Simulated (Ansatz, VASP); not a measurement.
# AlC: VASP beside Ansatz

```
CELL_PARAMETERS angstrom
1.46918 -2.07853 0.00000
1.46918 2.07853 0.00000
0.00000 0.00000 4.17380
ATOMIC_POSITIONS crystal
Al 0.00000 0.00000 0.00000
C 0.50000 0.50000 0.50000
```

Change from the starting cell: species swapped into the MoW type (Cmmm, No. 65).

Alike in both runs: task relaxation of cell and atoms; functional PBE; k mesh 8 × 8 × 5; occupations gaussian, width 0.2 eV; no spin polarisation.

|  | VASP | Ansatz |
| --- | --- | --- |
| version | VASP 6.6.1 | Ansatz 0.2.0 |
| potentials or method | VASP PAW PBE potentials, release 64 (Al, C), cutoff 600 eV | scalar-relativistic, plane waves, PAW |
| valence electrons in the cell | 7 | 7 |

|  | VASP | Ansatz | Ansatz less VASP |
| --- | --- | --- | --- |
| gap on the k mesh at the Fermi level, each at its own relaxed structure (eV) | none | none | - |
| relaxed volume (Å³/atom) | 10.99 | 11.03 | +0.044 |
| relaxed cell length with the largest relative difference (Å) | 3.075 | 3.086 | +0.0106 |

A gap of «none» marks a metal or a gap that the smearing closes.
